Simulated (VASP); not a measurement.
LiNbO: single point with PBE

Crystal: LiNbO.

```
Li Nb O
1.0
     2.98215    0.00000    0.00000
    -1.49107    2.58261    0.00000
     0.00000    0.00000    4.25113
Li Nb O
1 1 1
Cartesian
  1.4911 0.8609 2.1256
  0.0000 0.0000 0.0000
  0.0000 1.7217 2.1256
```

- Program: VASP 6.6.1
- Task: single point
- Functional: PBE
- Potentials or basis: VASP PAW PBE potentials, release 64 (Li_sv, Nb_sv, O)
- Cutoff: 520 eV
- k mesh: 6 × 6 × 6
- Occupations: gaussian, width 0.1 eV
- Spin: collinear spin, zero start
- Starting moments: [0.0, 0.0, 0.0] μB
- Dipole correction: no
- Further INCAR settings: ALGO = Normal; EDIFF = 1e-06; NBANDS = 22

- Band gap on the k mesh: zero (filled and empty bands overlap)
- Net moment: 0.00 μB per cell
- Valence electrons inside the program's atomic spheres: Li 2.23; Nb 10.61; O 4.98

Levels at points of the mesh, in eV from the Fermi level:
Spin up:
| k point | band 7 | band 8 | band 9 | band 10 | band 11 | band 12 | band 13 | band 14 | band 15 | band 16 |
| --- | --- | --- | --- | --- | --- | --- | --- | --- | --- | --- |
| (0.00, 0.00, 0.00) | -5.43 | -4.26 | -3.60 | -3.60 | 0.05 | 0.19 | 0.19 | 2.15 | 2.15 | 6.67 |
| (0.50, 0.00, 0.00) | -6.17 | -5.59 | -4.27 | -3.11 | 0.02 | 1.22 | 1.86 | 3.35 | 4.20 | 7.91 |
| (0.00, 0.00, 0.50) | -7.34 | -3.52 | -3.52 | -2.66 | -0.09 | -0.09 | 2.08 | 2.08 | 3.06 | 3.97 |
| (0.50, 0.00, 0.50) | -5.68 | -5.28 | -4.58 | -2.71 | -1.04 | 0.87 | 2.03 | 4.20 | 4.32 | 8.13 |
Spin down:
```tsv
k point	band 8	band 9	band 10	band 11	band 12	band 13	band 14	band 15
(0.00, 0.00, 0.00)	-4.26	-3.60	-3.60	0.05	0.19	0.19	2.15	2.15
(0.50, 0.00, 0.00)	-5.59	-4.27	-3.11	0.02	1.22	1.86	3.35	4.20
(0.00, 0.00, 0.50)	-3.52	-3.52	-2.66	-0.09	-0.09	2.08	2.08	3.06
(0.50, 0.00, 0.50)	-5.28	-4.58	-2.71	-1.04	0.87	2.03	4.20	4.32
```

Wall time 55 s on 1 thread of AMD EPYC 7R43 64-Core Processor (Zen 3), on a shared host, peak memory 0.14 GiB.

Caveat: the k points lie up to 0.41 Å⁻¹ apart.
